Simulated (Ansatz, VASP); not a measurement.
Ca3Y3Au in VASP and in Ansatz

```
Ca Y Au
1.0
     6.27332    0.00000    0.00000
     0.00000    6.27332    0.00000
     0.00000    0.00000    6.27332
Ca Y Au
3 3 1
Direct
  0.00000 0.50000 0.00000
  0.50000 0.00000 0.00000
  0.00000 0.00000 0.50000
  0.00000 0.50000 0.50000
  0.50000 0.50000 0.00000
  0.50000 0.00000 0.50000
  0.50000 0.50000 0.50000
```

Change from the starting cell: species swapped into the Ce3GaBr3 type (Pm-3m, No. 221).

Alike in both runs: functional PBE; k mesh 4 × 4 × 4; occupations gaussian, width 0.1 eV; no spin polarisation.

Ansatz relaxed the structure, and its values are those at the end. VASP's run is a single point on that final structure, the one shown.

```csv
,VASP,Ansatz
version,VASP 6.6.1,Ansatz 0.2.0
potentials or method,"VASP PAW PBE potentials, release 64 (Ca_sv, Y_sv, Au), cutoff 520 eV","scalar-relativistic, plane waves, PAW"
valence electrons in the cell,74,82
```

|  | VASP | Ansatz | Ansatz less VASP |
| --- | --- | --- | --- |
| gap on the k mesh at the Fermi level (eV) | none | none | - |
| pressure (GPa) | 0.3 | 0.3 | +0.01 |

A gap of «none» marks a metal or a gap that the smearing closes. The functional is the same, so the differences come from potentials, cutoffs and numerics. VASP's potentials hold 74 valence electrons a cell and Ansatz's 82, so a difference there can come from the potentials and not from the codes.

Neither program's run includes spin-orbit coupling.
